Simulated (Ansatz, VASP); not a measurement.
One calculation of SrCl2, two programs

```
CELL_PARAMETERS angstrom
0.00000 3.48550 3.48550
3.48550 0.00000 3.48550
3.48550 3.48550 0.00000
ATOMIC_POSITIONS crystal
Sr 0.00000 0.00000 0.00000
Cl 0.23225 0.26775 0.25000
Cl 0.73225 0.76775 0.75000
```

Change from the starting cell: all Cl atoms moved +0.087 Å, as atom 2 along Cartesian [1 -1 0].

Alike in both runs: task single point; functional PBE; k mesh 6 × 6 × 6; occupations gaussian, width 0.05 eV; no spin polarisation.

|  | VASP | Ansatz |
| --- | --- | --- |
| version | VASP 6.6.1 | Ansatz 0.2.0 |
| potentials or method | VASP PAW PBE potentials, release 64 (Sr_sv, Cl), cutoff 520 eV | scalar-relativistic, plane waves, PAW |
| valence electrons in the cell | 24 | 24 |

Ansatz gave:

| Item | Value |
| --- | --- |
| gap on the k mesh at the Fermi level (eV) | 5.34 |
| least direct gap on the mesh (eV) | 5.50 |
| pressure (GPa) | 1.2 |
| traceless stress, the component that is largest in VASP (GPa) | -0.09 |
| rms of the force components (eV/Å) | 0.098 |

**Question.** What did VASP give for the same quantities?

**Answer.** gap on the k mesh at the Fermi level (eV): 5.34; least direct gap on the mesh (eV): 5.50; pressure (GPa): 1.3; traceless stress, the component that is largest in VASP (GPa): -0.09; rms of the force components (eV/Å): 0.101.

Atom by atom the forces differ by 0.002 eV/Å (rms over components).
